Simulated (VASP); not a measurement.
A run of VASP 6.6.1 is set up as follows.

The input INCAR:

```
ALGO = Normal
EDIFF = 1E-6
ENCUT = 520
GGA = CA
ISIF = 2
ISMEAR = -1
LASPH = T
LCHARG = F
LREAL = F
LWAVE = F
NBANDS = 11
NELM = 80
PREC = Accurate
SIGMA = 0.05
```

KPOINTS

```
k-points
0
Gamma
  8 8 8
```

File POSCAR:

```
MgS
1.0
    0.0000000000      2.8518829780      2.8518829780
    2.8518829780      0.0000000000      2.8518829780
    2.8518829780      2.8518829780      0.0000000000
S Mg
1 1
Direct
    0.2500000000      0.2500000000      0.2500000000
    0.0000000000      0.0000000000      0.0000000000
```

Potentials or basis: VASP PAW LDA potentials, release 64 (S, Mg).

Run with:

```console
$ cat potpaw_LDA.64/S/POTCAR potpaw_LDA.64/Mg/POTCAR > POTCAR
$ mpirun -np 1 vasp_std > vasp.out
```

**Question.** Predict the pressure.

**Answer.** -3.5 GPa.

**Question.** What does it give for the band gap on the k mesh?

**Answer.** 3.09 eV, direct.

As with any semilocal functional, this LDA gap is likely too small.
